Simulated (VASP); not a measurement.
**Ga: electric field gradients with PBE**

The system is Ga.

```
Ga
1.0
    -1.37558    1.37558    2.18388
     1.37558   -1.37558    2.18388
     1.37558    1.37558   -2.18388
Ga
1
Direct
  0.00000 0.00000 0.00000
```

```yaml
Program: VASP 6.6.1
Task: electric field gradients
Functional: PBE
Potentials_or_basis: VASP PAW PBE potentials, release 64 (Ga_d)
Cutoff: 520 eV
k_mesh: 16 × 16 × 16
Occupations: fermi-dirac, width 0.03 eV
Spin: no spin polarisation
Dipole_correction: no
Further_INCAR_settings: ALGO = Normal; EDIFF = 1e-08; NBANDS = 12
```

```
Pressure                                : 9.5 GPa
Band gap on the k mesh                  : zero (an odd number of electrons rules out a gap without spin polarisation)
Largest electric field gradient by atom : Ga +23.7 V/Å²
```

Stress tensor (GPa, compression positive):
```
9.97 0.00 0.00
0.00 9.97 0.00
0.00 0.00 8.46
```

Levels at points of the mesh, in eV from the Fermi level:
```csv
k point,band 2,band 3,band 4,band 5,band 6,band 7,band 8,band 9,band 10,band 11
"(0.00, 0.00, 0.00)",-15.01,-15.01,-14.98,-14.82,-12.13,13.75,13.75,13.85,16.76,17.08
"(0.50, 0.00, 0.00)",-15.12,-14.99,-14.78,-14.73,-5.02,-4.62,9.19,12.58,13.32,16.01
"(0.50, 0.50, 0.00)",-15.24,-14.78,-14.78,-14.65,-2.47,-1.16,4.31,5.23,8.42,8.63
"(0.50, 0.50, 0.50)",-15.25,-14.74,-14.74,-14.74,-3.98,-3.81,6.83,6.83,10.06,11.14
```

Electric field gradients, principal values (V/Å²):
| atom | least | middle | greatest (by size) |
| --- | --- | --- | --- |
| 1 Ga | -11.861 | -11.863 | 23.724 |

Wall time 38 s on 1 thread of Intel(R) Xeon(R) Platinum 8488C (Sapphire Rapids) (shared host), peak memory 0.19 GiB.

Caveat: the cell stands under pressure; without QUAD_EFG the Cq values of the log hold for a quadrupole moment of 1 mb, not for the nuclei.
